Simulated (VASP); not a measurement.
Wanted: the native input for a VASP 6.6.1 run.

| Item | Value |
| --- | --- |
| Task | single point |
| Functional | PBE |
| Potentials or basis | VASP PAW PBE potentials, release 64 (C) |
| Cutoff | 520 eV |
| k mesh | 18 × 18 × 6 |
| Occupations | gaussian, width 0.1 eV |
| Spin | no spin polarisation |
| Dipole correction | no |
| Further INCAR settings | ALGO = Normal; EDIFF = 1e-06; NBANDS = 16 |

The structure of C lies in POSCAR:

```
C
1.0
    1.2332883510     -2.1360411201      0.0000000000
    1.2332883510      2.1360411201      0.0000000000
    0.0000000000      0.0000000000      8.5275579303
C
4
Direct
    0.0833317940      0.9166682060      0.7500057311
    0.5833317940      0.4166682060      0.2499942689
    0.9166682060      0.0833317940      0.2499942689
    0.4166682060      0.5833317940      0.7500057311
```

These files were run (other wordings do the same):

INCAR

```
  PREC = Accurate
  ENCUT = 520
  EDIFF = 1E-6
  ISMEAR = 0
  SIGMA = 0.1
  LREAL = F
  LASPH = T
  NELM = 100
  ALGO = Normal
  ISIF = 2
  LWAVE = F
  LCHARG = T
  GGA = PE
  LELF = T
  LVHAR = T
  NBANDS = 16
```

KPOINTS

```
regular mesh
0
Gamma
  18 18 6
```

Potentials or basis: VASP PAW PBE potentials, release 64 (C).

Command:

```bash
$ cat potpaw_PBE.64/C/POTCAR > POTCAR
$ mpirun -np 1 vasp_std > vasp.out
```

It gave:

| Property | Result |
| --- | --- |
| Pressure | 0.4 GPa |
| Band gap on the k mesh | zero (filled and empty bands touch) |

Caveat: this functional lacks dispersion, which binds the layers, so the pressure and a relaxed spacing across them are unreliable.

It took 110 s on 1 thread of AMD EPYC 9R45 96-Core Processor (Zen 5) (shared host), peak memory 0.26 GiB.
